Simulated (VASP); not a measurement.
# Na3Zn2N (P6/mmm) in VASP: notebook

Na3Zn2N is run at these levels: PBE; tasks: single point.

Program: VASP 6.6.1. These are calculated values, not measurements. Logs are shortened: lines on timing, memory, paths and dates and some standing lists are left out, and cuts for length are marked.

## 1. The cell of the first run

It takes space group P6/mmm (No. 191, hexagonal). Conventional cell: a = 5.499 Å, b = 5.499 Å, c = 3.723 Å, α = 90.00°, β = 90.00°, γ = 120.00°. Within 3.4 Å of Na (site symmetry mmm) lie 4 Zn at 2.45 Å and 4 Na at 2.75 Å and 4 N at 3.32 Å. Zn (site symmetry -6m2) has 6 Na at 2.45 Å and 3 Zn at 3.17 Å and 3 N at 3.17 Å within 3.2 Å. N (site symmetry 6/mmm) has 6 Zn at 3.17 Å and 12 Na at 3.32 Å and 2 N at 3.72 Å within 4.2 Å.

The cell was built from a structure type or drawn by symmetry, and may not be a known phase.

## 2. Single point, PBE

INCAR reads:

```
SYSTEM = Na3Zn2N
PREC = Accurate
ENCUT = 520
EDIFF = 1E-7
ISMEAR = 0
SIGMA = 0.1
LREAL = .FALSE.
LASPH = .TRUE.
NELM = 80
ALGO = Normal
ISIF = 2
LWAVE = .FALSE.
LCHARG = .FALSE.
GGA = PE
NBANDS = 34
```

KPOINTS reads:

```
Automatic mesh
0
G
  6 6 6
  0 0 0
```

POSCAR reads:

```
Na3Zn2N
1.0
    5.4985161000      0.0000000000      0.0000000000
   -2.7492580500      4.7618546200      0.0000000000
    0.0000000000      0.0000000000      3.7233078600
Na Zn N
3 2 1
Direct
    0.5000000000      0.0000000000      0.5000000000
    0.0000000000      0.5000000000      0.5000000000
    0.5000000000      0.5000000000      0.5000000000
    0.3333333300      0.6666666700      0.0000000000
    0.6666666700      0.3333333300      0.0000000000
    0.0000000000      0.0000000000      0.0000000000
```

Potentials or basis: VASP PAW PBE potentials, release 64 (Na_pv, Zn, N).

Run with:

```bash
cat potpaw_PBE.64/Na_pv/POTCAR potpaw_PBE.64/Zn/POTCAR potpaw_PBE.64/N/POTCAR > POTCAR
mpirun -np 1 vasp_std > vasp.out
```

OUTCAR:

```text
SYSTEM = Na3Zn2N
   PREC = Accurate
   ENCUT = 520
   EDIFF = 1E-7
   ISMEAR = 0
   LREAL = .FALSE.
   LASPH = .TRUE.
   NELM = 80
   ISIF = 2
   GGA = PE

 ion  position               nearest neighbor table
   1  0.500  0.000  0.500-   4 2.45   5 2.45   4 2.45   5 2.45   2 2.75   3 2.75   3 2.75   2 2.75

   2  0.000  0.500  0.500-   4 2.45   5 2.45   4 2.45   5 2.45   1 2.75   1 2.75   3 2.75   3 2.75

   3  0.500  0.500  0.500-   4 2.45   5 2.45   4 2.45   5 2.45   1 2.75   1 2.75   2 2.75   2 2.75

   4  0.333  0.667  0.000-   1 2.45   1 2.45   2 2.45   2 2.45   3 2.45   3 2.45
   5  0.667  0.333  0.000-   1 2.45   1 2.45   2 2.45   2 2.45   3 2.45   3 2.45
   6  0.000  0.000  0.000-

  LATTYP: Found a hexagonal cell.
 ALAT       =     5.4985161000
 C/A-ratio  =     0.6771477599

  Lattice vectors:

 A1 = (   5.4985161000,   0.0000000000,   0.0000000000)
 A2 = (  -2.7492580500,   4.7618546200,   0.0000000000)
 A3 = (   0.0000000000,   0.0000000000,   3.7233078600)

Analysis of symmetry for initial positions (statically):
=====================================================================
 Subroutine PRICEL returns:
 Original cell was already a primitive cell.

 Routine SETGRP: Setting up the symmetry group for a
 hexagonal supercell.

 Subroutine GETGRP returns: Found 24 space group operations
 (whereof 24 operations were pure point group operations)
 out of a pool of 24 trial point group operations.

The static configuration has the point symmetry D_6h.

Analysis of symmetry for dynamics (positions and initial velocities):
=====================================================================
 Subroutine PRICEL returns:
 Original cell was already a primitive cell.

 Routine SETGRP: Setting up the symmetry group for a
 hexagonal supercell.

 Subroutine GETGRP returns: Found 24 space group operations
 (whereof 24 operations were pure point group operations)
 out of a pool of 24 trial point group operations.

The dynamic configuration has the point symmetry D_6h.

 Subroutine INISYM returns: Found 24 space group operations
 (whereof 24 operations are pure point group operations),
 and found     1 'primitive' translations

----------------------------------------------------------------------------------------

                                     Primitive cell

  volume of cell :      97.4879

  direct lattice vectors                    reciprocal lattice vectors
     5.498516100  0.000000000  0.000000000     0.181867250  0.105001106  0.000000000
    -2.749258050  4.761854620  0.000000000     0.000000000  0.210002211  0.000000000
     0.000000000  0.000000000  3.723307860     0.000000000  0.000000000  0.268578382

  length of vectors
     5.498516100  5.498516095  3.723307860     0.210002211  0.210002211  0.268578382

  position of ions in fractional coordinates (direct lattice)
     0.500000000  0.000000000  0.500000000
     1.000000000  0.500000000  0.500000000
     0.500000000  0.500000000  0.500000000
     0.333333330  0.666666670  0.000000000
     0.666666670  0.333333330  0.000000000
     0.000000000  0.000000000  0.000000000

  ion indices of the primitive-cell ions
   primitive index   ion index
                 1           1
                 2           2
                 3           3
                 4           4
                 5           5
                 6           6

----------------------------------------------------------------------------------------

 KPOINTS: Automatic mesh

Automatic generation of k-mesh.
 Grid dimensions read from file:
 generate k-points for:    6    6    6

 Generating k-lattice:

  Cartesian coordinates                     Fractional coordinates (reciprocal lattice)
     0.030311208  0.017500184  0.000000000     0.166666667  0.000000000  0.000000000
     0.000000000  0.035000369  0.000000000     0.000000000  0.166666667  0.000000000
     0.000000000  0.000000000  0.044763064     0.000000000  0.000000000  0.166666667

  Length of vectors
     0.035000369  0.035000369  0.044763064

  Shift w.r.t. Gamma in fractional coordinates (k-lattice)
     0.000000000  0.000000000  0.000000000

 Subroutine IBZKPT returns following result:
 ===========================================

 Found     28 irreducible k-points:

 Following reciprocal coordinates:
            Coordinates               Weight
  0.000000  0.000000  0.000000      1.000000
  0.166667  0.000000  0.000000      6.000000
  0.333333  0.000000  0.000000      6.000000
  0.500000  0.000000  0.000000      3.000000
  0.166667  0.166667  0.000000      6.000000
  0.333333  0.166667  0.000000     12.000000
[... 16 lines left out ...]
  0.166667  0.000000  0.500000      6.000000
  0.333333  0.000000  0.500000      6.000000
 [... further k-points ...]
   k-points           NKPTS =     28   k-points in BZ     NKDIM =     28   number of bands    NBANDS=     34
   number of dos      NEDOS =    301   number of ions     NIONS =      6
   total plane-waves  NPLWV =  49392
   dimension x,y,z NGX =    42 NGY =   42 NGZ =   28
   dimension x,y,z NGXF=    84 NGYF=   84 NGZF=   56
   ions per type =               3   2   1
   NGX,Y,Z   is equivalent  to a cutoff of  12.70, 12.70, 12.50 a.u.
   NGXF,Y,Z  is equivalent  to a cutoff of  25.40, 25.40, 25.00 a.u.
 SYSTEM =  Na3Zn2N
   PREC   = accura    normal or accurate (medium, high low for compatibility)
   ISTART =      0    job   : 0-new  1-cont  2-samecut
   ICHARG =      2    charge: 1-file 2-atom 10-const
   ISPIN  =      1    spin polarized calculation?
   LNONCOLLINEAR =      F non collinear calculations
   LSORBIT =      F    spin-orbit coupling
   LASPH  =      T    aspherical Exc in radial PAW
   ENCUT  =  520.0 eV  38.22 Ry    6.18 a.u.  10.22 10.22  6.92*2*pi/ulx,y,z
   NELM   =     80;   NELMIN=  2; NELMDL= -5     # of ELM steps
   EDIFF  = 0.1E-06   stopping-criterion for ELM
   LREAL  =      F    real-space projection
   EDIFFG = 0.1E-05   stopping-criterion for IOM
   NSW    =      0    number of steps for IOM
   IBRION =     -1    ionic relax: 0-MD 1-quasi-New 2-CG
   NFREE  =      0    steps in history (QN), initial steepest desc. (CG)
   ISIF   =      2    stress and relaxation
   ISYM   =      2    0-nonsym 1-usesym 2-fastsym
   POTIM  = 0.5000    time-step for ionic-motion
   TEBEG  =    0.0;   TEEND  =   0.0 temperature during run
   PSTRESS=    0.0 pullay stress
   NELECT =      50.0000    total number of electrons
   NUPDOWN=      -1.0000    fix difference up-down
   EMIN   =  10.00;   EMAX   =-10.00  energy-range for DOS
   EFERMI =   0.00;   METHOD = LEGACY
   ISMEAR =     0;   SIGMA  =   0.10  broadening in eV -4-tet -1-fermi 0-gaus
   EFERMI_NEDOS =   21; number of points for ismear=-14 and -15
   IALGO  =     38    algorithm
   IMIX   =      4    mixing-type and parameters
     AMIX     =   0.40;   BMIX     =  1.00
     AMIX_MAG =   1.60;   BMIX_MAG =  1.00
  volume/ion in A,a.u.               =      16.25       109.65
  Fermi-wavevector in a.u.,A,eV,Ry     =   1.310432  2.476358 23.364376  1.717233
  Thomas-Fermi vector in A             =   2.440963
   LORBIT       =      0    0 simple, 1 ext, 2 COOP (PROOUT), +10 PAW based schemes
   GGA     = PE    functional components
   LHFCALC =     F    Hartree Fock is set to
   AEXX    =    0.0000 exact exchange contribution
   IVDW    =     0    specifies the selected vdW correction
   LEPSILON=     F    determine dielectric tensor
   LRPA    =     F    only Hartree local field effects (RPA)
 non-spin polarized calculation
 Gauss-broadening in eV      SIGMA  =   0.10
  energy-cutoff  :      520.00
  volume of cell :       97.49
 maximum number of plane-waves:      2647
 NGX is ok and might be reduce to    42
   NGX = 21   NGY = 21   NGZ = 13

 number of electron      50.0000022 magnetization

 Free energy of the ion-electron system (eV)
  ---------------------------------------------------
  ext. energy  EPLUGINS =         0.00000000
  ---------------------------------------------------
  free energy    TOTEN  =        -5.36703329 eV

  energy without entropy =       -5.35204921  energy(sigma->0) =       -5.35954125

 E-fermi :   2.2775     XC(G=0):  -9.5871

 val. band max:        2.2307429813   @ k =   0.3333   0.0000   0.5000
 cond. band min:       2.2896407602   @ k =   0.5000   0.0000   0.5000
 fundamental gap:      0.0588977788
 Fermi energy:         2.2775145513

 k-point     1 :       0.0000    0.0000    0.0000
  band No.  band energies     occupation
      1     -22.8940      2.00000
      2     -22.5706      2.00000
      3     -22.5706      2.00000
      4     -22.5705      2.00000
      5     -22.5043      2.00000
      6     -22.5043      2.00000
[... 26 lines left out ...]
     33       9.3787      0.00000
     34      13.1956      0.00000

 k-point     2 :       0.1667    0.0000    0.0000
  band No.  band energies     occupation
      1     -22.8694      2.00000
      2     -22.5744      2.00000
      3     -22.5666      2.00000
      4     -22.5564      2.00000
      5     -22.5082      2.00000
      6     -22.5043      2.00000
[... 26 lines left out ...]
     33      10.0064      0.00000
     34      11.8553      0.00000

 k-point     3 :       0.3333    0.0000    0.0000
  band No.  band energies     occupation
      1     -22.8084      2.00000
      2     -22.5897      2.00000
      3     -22.5565      2.00000
      4     -22.5196      2.00000
      5     -22.5183      2.00000
      6     -22.5043      2.00000
[... 26 lines left out ...]
     33      10.2505      0.00000
     34      10.8440      0.00000

 k-point     4 :       0.5000    0.0000    0.0000
  band No.  band energies     occupation
      1     -22.7649      2.00000
      2     -22.6087      2.00000
      3     -22.5484      2.00000
      4     -22.5265      2.00000
      5     -22.5044      2.00000
      6     -22.4897      2.00000
[... 26 lines left out ...]
     33       9.3671      0.00000
     34      10.2156      0.00000

 k-point     5 :       0.1667    0.1667    0.0000
  band No.  band energies     occupation
      1     -22.8253      2.00000
      2     -22.5874      2.00000
      3     -22.5595      2.00000
      4     -22.5285      2.00000
      5     -22.5153      2.00000
      6     -22.5043      2.00000
[... 621 lines left out ...]
 k-point    22 :       0.0000    0.0000    0.5000
  band No.  band energies     occupation
      1     -22.8761      2.00000
      2     -22.6188      2.00000
      3     -22.5709      2.00000
      4     -22.5709      2.00000
      5     -22.5264      2.00000
      6     -22.5264      2.00000
[... 26 lines left out ...]
     33       8.2021      0.00000
     34       9.0111      0.00000

 k-point    23 :       0.1667    0.0000    0.5000
  band No.  band energies     occupation
      1     -22.8527      2.00000
      2     -22.6133      2.00000
      3     -22.5743      2.00000
      4     -22.5568      2.00000
      5     -22.5318      2.00000
      6     -22.5264      2.00000
[... 26 lines left out ...]
     33       8.2582      0.00000
     34       9.6636      0.00000

 k-point    24 :       0.3333    0.0000    0.5000
  band No.  band energies     occupation
      1     -22.7946      2.00000
      2     -22.5992      2.00000
      3     -22.5874      2.00000
      4     -22.5459      2.00000
      5     -22.5265      2.00000
      6     -22.5205      2.00000
[... 26 lines left out ...]
     33       8.4010      0.00000
     34      10.0786      0.00000

 [... further k-points ...]

------------------------ aborting loop because EDIFF is reached ----------------------------------------

  FORCE on cell =-STRESS in cart. coord.  units (eV):
  Direction    XX          YY          ZZ          XY          YZ          ZX
  --------------------------------------------------------------------------------------
  -------------------------------------------------------------------------------------
  Total        7.4393072      7.4393072     20.4840079     -0.0000000      0.0000000      0.0000000
  in kB      122.2622820    122.2622817    336.6471450     -0.0000000      0.0000000      0.0000000
  external PRESSURE =     193.7239029 kB  Pullay stress =       0.0000000 kB

 VOLUME and BASIS-vectors are now :
 -----------------------------------------------------------------------------
  energy-cutoff  :      520.00
  volume of cell :       97.49
      direct lattice vectors                 reciprocal lattice vectors
     5.498516100  0.000000000  0.000000000     0.181867250  0.105001106  0.000000000
    -2.749258050  4.761854620  0.000000000     0.000000000  0.210002211  0.000000000
     0.000000000  0.000000000  3.723307860     0.000000000  0.000000000  0.268578382

 POSITION                                       TOTAL-FORCE (eV/Angst)
 -----------------------------------------------------------------------------------
      2.74926      0.00000      1.86165        -0.000000      0.000000      0.000000
     -1.37463      2.38093      1.86165        -0.000000      0.000000      0.000000
      1.37463      2.38093      1.86165         0.000000      0.000000      0.000000
     -0.00000      3.17457      0.00000        -0.000000      0.000000     -0.000000
      2.74926      1.58728      0.00000         0.000000      0.000000      0.000000
      0.00000      0.00000      0.00000         0.000000      0.000000      0.000000
 -----------------------------------------------------------------------------------
    total drift:                                0.000000     -0.000000      0.000000

  FREE ENERGIE OF THE ION-ELECTRON SYSTEM (eV)
  ---------------------------------------------------
  free  energy   TOTEN  =        -5.3670332948 eV

  energy  without entropy=       -5.3520492150  energy(sigma->0) =       -5.35954125
```

Run time: 75 s. Hardware: 1 thread of AMD EPYC 7R13 (Zen 3), shared host; peak memory 0.22 GiB.

What came out:

```yaml
Free_energy: -5.3670 eV
Pressure: 19.4 GPa
Band_gap_on_the_k_mesh: zero (bands 25 and 26 overlap by 0.65 eV)
```

Levels at points of the mesh, in eV from the Fermi level:
```
           k point  band 22  band 23  band 24  band 25  band 26  band 27  band 28  band 29
(0.00, 0.00, 0.00)    -2.19    -1.32    -1.32     0.03     0.11     0.11     3.78     4.73
(0.50, 0.00, 0.00)    -4.37    -2.23     0.05     0.12     1.33     1.80     3.90     4.52
(0.00, 0.00, 0.50)    -2.96    -1.09    -0.95    -0.95    -0.16     1.02     1.41     1.41
(0.50, 0.00, 0.50)    -2.95    -1.57    -1.52    -1.43     0.01     0.44     2.53     2.74
```

Caveat: the cell stands under pressure.

[end of part 1 of 2]
